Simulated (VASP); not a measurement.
Input of a VASP 6.6.1 run:

Contents of INCAR:

```
SYSTEM = LiCl
PREC = Accurate
ENCUT = 520
EDIFF = 1E-7
ISMEAR = 0
SIGMA = 0.02
LREAL = .False.
LASPH = .True.
NELM = 100
ALGO = Normal
ISIF = 2
LWAVE = .False.
LCHARG = .False.
GGA = CA
NBANDS = 12
```

Contents of KPOINTS:

```
regular mesh
0
Gamma
  12 12 12
  0 0 0
```

File POSCAR:

```
LiCl
1.0
    0.0000000000      2.4821028501      2.4821028501
    2.4821028501      0.0000000000      2.4821028501
    2.4821028501      2.4821028501      0.0000000000
Li Cl
1 1
Direct
    0.0000000000      0.0000000000      0.0000000000
    0.5000000000      0.5000000000      0.5000000000
```

Potentials or basis: VASP PAW LDA potentials, release 64 (Li_sv, Cl).

The run is started by

```sh
$ cat potpaw_LDA.64/Li_sv/POTCAR potpaw_LDA.64/Cl/POTCAR > POTCAR
$ mpirun -np 1 vasp_std > vasp.out
```

Question: Estimate the band gap on the k mesh.

Answer: 6.51 eV, indirect (least direct gap 6.62 eV).

 A k mesh can miss the band edges.
